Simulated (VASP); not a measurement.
Input of a VASP 6.6.1 run:

The input INCAR:

```
SYSTEM = BaTiO3
PREC = Accurate
ENCUT = 520
EDIFF = 1E-6
ISMEAR = -1
SIGMA = 0.05
LREAL = .FALSE.
LASPH = .TRUE.
NELM = 80
ALGO = Normal
ISIF = 2
LWAVE = .FALSE.
LCHARG = .FALSE.
GGA = PE
NBANDS = 28
```

Contents of KPOINTS:

```
regular mesh
0
G
  8 8 8
  0 0 0
```

File POSCAR:

```
BaTiO3
1.0
    4.0073000000      0.0000000000      0.0000000000
    0.0000000000      4.0073000000      0.0000000000
    0.0000000000      0.0000000000      4.0473730000
Ba Ti O
1 1 3
Direct
    0.5000000000      0.5000000000      0.5000000000
    0.0000000000      0.0000000000      0.0000000000
    0.5000000000      0.0000000000      0.0000000000
    0.0000000000      0.5000000000      0.0000000000
    0.0000000000      0.0000000000      0.5000000000
```

Potentials or basis: VASP PAW PBE potentials, release 64 (Ba_sv, Ti_sv, O).

The run is started by

```console
$ cat potpaw_PBE.64/Ba_sv/POTCAR potpaw_PBE.64/Ti_sv/POTCAR potpaw_PBE.64/O/POTCAR > POTCAR
$ mpirun -np 1 vasp_std > vasp.out
```

Question: Estimate the pressure.

Answer: 1.6 GPa.

Question: Estimate the band gap on the k mesh.

Answer: 1.70 eV, indirect (least direct gap 1.87 eV).

Stress tensor (GPa, compression positive):
```
2.16 0.00 0.00
0.00 2.16 0.00
0.00 0.00 0.35
```

Caveat: the cell differs from its parent crystal (zz strain of +1 %); spin-orbit coupling is left out, which moves the levels of the heavy elements. A k mesh can miss the band edges.
